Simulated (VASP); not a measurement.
Here is a VASP 6.6.1 calculation.

The input INCAR:

```
SYSTEM = Li
PREC     = Accurate       ! precision mode
ENCUT    = 750            ! plane-wave cutoff, eV
EDIFF    = 1E-6           ! SCF threshold, eV
ISMEAR   = 0              ! smearing method
SIGMA    = 0.1            ! smearing width, eV
LREAL    = .FALSE.        ! projectors in reciprocal space
LASPH    = .TRUE.         ! aspherical terms in the spheres
NELM     = 120            ! most SCF steps
ALGO     = Normal         ! electronic algorithm
ISIF     = 2              ! what is computed and relaxed
LWAVE    = .FALSE.        ! write WAVECAR
LCHARG   = .FALSE.        ! write CHGCAR
GGA      = PS             ! functional
NBANDS   = 8              ! bands
GGA_COMPAT= .FALSE.
```

The input KPOINTS:

```
regular mesh
0
G
  8 8 8
  0 0 0
```

Contents of POSCAR:

```
Li
1.0
   -1.7500000000      1.7500000000      1.7500000000
    1.7500000000     -1.7500000000      1.7500000000
    1.7500000000      1.7500000000     -1.7500000000
Li
1
Direct
    0.0000000000      0.0000000000      0.0000000000
```

Potentials or basis: VASP PAW PBE potentials, release 64 (Li_sv).

Launch:

```bash
$ cat potpaw_PBE.64/Li_sv/POTCAR > POTCAR
$ mpirun -np 1 vasp_std > vasp.out
```

Problem. Estimate the pressure.

Solution. -0.8 GPa.

Caveat: the PAW data sets were made with another functional, which shifts forces and pressure a little.
